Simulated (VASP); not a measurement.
Write the native input for VASP 6.6.1 that does the following.

| Item | Value |
| --- | --- |
| Task | single point |
| Functional | LDA |
| Potentials or basis | VASP PAW LDA potentials, release 64 (Co, O) |
| Cutoff | 520 eV |
| k mesh | 8 × 8 × 8 |
| Occupations | gaussian, width 0.05 eV |
| Spin | no spin polarisation |
| Hubbard terms | Co d U = 4.0 eV |
| Dipole correction | no |
| Further INCAR settings | ALGO = Normal; EDIFF = 1e-07; NBANDS = 14 |

The structure of CoO lies in POSCAR:

```
CoO
1.0
    0.0000000000      2.1315016600      2.1315016600
    2.1315016600      0.0000000000      2.1315016600
    2.1315016600      2.1315016600      0.0000000000
Co O
1 1
Direct
    0.0000000000      0.0000000000      0.0000000000
    0.5000000000      0.5000000000      0.5000000000
```

These files were run (other wordings do the same):

INCAR

```
SYSTEM = CoO
  PREC = Accurate
  ENCUT = 520
  EDIFF = 1E-7
  ISMEAR = 0
  SIGMA = 0.05
  LREAL = .FALSE.
  LASPH = .TRUE.
  NELM = 150
  ALGO = Normal
  ISIF = 2
  LWAVE = .FALSE.
  LCHARG = .FALSE.
  LMAXMIX = 4
  LDAU = .TRUE.
  LDAUTYPE = 2
  LDAUL = 2 -1
  LDAUU = 4 0
  LDAUJ = 0 0
  LDAUPRINT = 1
  GGA = CA
  NBANDS = 14
```

KPOINTS

```
Automatic mesh
0
G
  8 8 8
  0 0 0
```

Potentials or basis: VASP PAW LDA potentials, release 64 (Co, O).

The run is started by

```bash
$ cat potpaw_LDA.64/Co/POTCAR potpaw_LDA.64/O/POTCAR > POTCAR
$ mpirun -np 1 vasp_std > vasp.out
```

Results of the run:

```
Pressure : -37.6 GPa
```

Caveat: an odd number of electrons without spin polarisation forces a metal; a magnetic or distorted state may lie lower; the run has no spin polarisation, though such a crystal can be magnetic; U without spin polarisation on a metal has little footing.

Wall time 9.6 s on 1 thread of Intel Xeon 8259CL (shared host), peak memory 0.13 GiB.
